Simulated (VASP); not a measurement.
## Re2C3: single point with PBE

The system is Re2C3.

```
Re C
1.0
     3.92639    0.00000    0.00000
     0.00000    3.92639    0.00000
     0.00000    0.00000    3.92639
Re C
2 3
Direct
  0.50000 0.50000 0.50000
  0.00000 0.00000 0.00000
  0.50000 0.00000 0.00000
  0.00000 0.50000 0.00000
  0.00000 0.00000 0.50000
```

The cell was generated, and may not be a known phase.

| Property | Result |
| --- | --- |
| Program | VASP 6.6.1 |
| Task | single point |
| Functional | PBE |
| Potentials or basis | VASP PAW PBE potentials, release 64 (Re_sv_GW, C) |
| Cutoff | 700 eV |
| k mesh | 4 × 4 × 4 |
| Occupations | gaussian, width 0.1 eV |
| Spin | no spin polarisation |
| Dipole correction | no |
| Further INCAR settings | ALGO = Normal; EDIFF = 1e-06; NBANDS = 29 |

The pressure is 0.0 GPa and the band gap on the k mesh is zero (bands 21 and 22 overlap by 0.56 eV).

Levels at points of the mesh, in eV from the Fermi level:
| k point | band 17 | band 18 | band 19 | band 20 | band 21 | band 22 | band 23 | band 24 | band 25 | band 26 |
| --- | --- | --- | --- | --- | --- | --- | --- | --- | --- | --- |
| (0.00, 0.00, 0.00) | -2.46 | -1.23 | -1.23 | -0.23 | -0.23 | -0.23 | 0.28 | 0.28 | 0.28 | 1.17 |
| (0.50, 0.00, 0.00) | -3.57 | -2.85 | -1.79 | -0.63 | 0.06 | 0.24 | 0.24 | 2.63 | 2.77 | 2.77 |
| (0.50, 0.50, 0.00) | -1.55 | -1.55 | -0.95 | -0.51 | -0.50 | 0.29 | 0.61 | 0.61 | 2.14 | 2.98 |
| (0.50, 0.50, 0.50) | -6.54 | 0.09 | 0.09 | 0.32 | 0.32 | 0.32 | 0.35 | 2.04 | 2.04 | 2.04 |

Run time: 22 s on 1 thread of Intel(R) Xeon(R) 6975P-C (Granite Rapids), on a shared host, peak memory 0.21 GiB.

Caveat: the k points lie up to 0.40 Å⁻¹ apart, too coarse for converged energies and pressures of a metal; spin-orbit coupling is left out, which moves the levels of the heavy elements.
